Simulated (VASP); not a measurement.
Input of a VASP 6.6.1 run:

File INCAR:

```
PREC     = Accurate       # precision mode
ENCUT    = 520            # plane-wave cutoff, eV
EDIFF    = 1E-6           # SCF threshold, eV
ISMEAR   = 0              # smearing method
SIGMA    = 0.15           # smearing width, eV
LREAL    = False          # projectors in reciprocal space
LASPH    = True           # aspherical terms in the spheres
NELM     = 60             # most SCF steps
ALGO     = Normal         # electronic algorithm
ISIF     = 2              # what is computed and relaxed
LWAVE    = False          # write WAVECAR
LCHARG   = False          # write CHGCAR
GGA      = PE             # functional
IVDW     = 12             # dispersion correction
NBANDS   = 14             # bands
```

Contents of KPOINTS:

```
regular mesh
0
Gamma
  18 18 6
```

POSCAR

```
Al
1.0
    2.9657812580      0.0000000000      0.0000000000
   -1.4828906290      2.5684419115      0.0000000000
    0.0000000000      0.0000000000      8.9878001024
Al
4
Direct
    0.0000000000      0.0000000000      0.0000000000
    0.3333333333      0.6666666667      0.2500000000
    0.0000000000      0.0000000000      0.5000000000
    0.6666666667      0.3333333333      0.7500000000
```

Potentials or basis: VASP PAW PBE potentials, release 64 (Al).

Launch:

```bash
$ cat potpaw_PBE.64/Al/POTCAR > POTCAR
$ mpirun -np 1 vasp_std > vasp.out
```

(1) Estimate the pressure.

(2) What does it give for the dispersion energy per atom?

(3) Estimate the band gap on the k mesh.

Results:

(1) -5.0 GPa.

(2) -0.324 eV.

(3) zero (bands 6 and 7 overlap by 6.58 eV).

Caveat: the cell stands under tension.
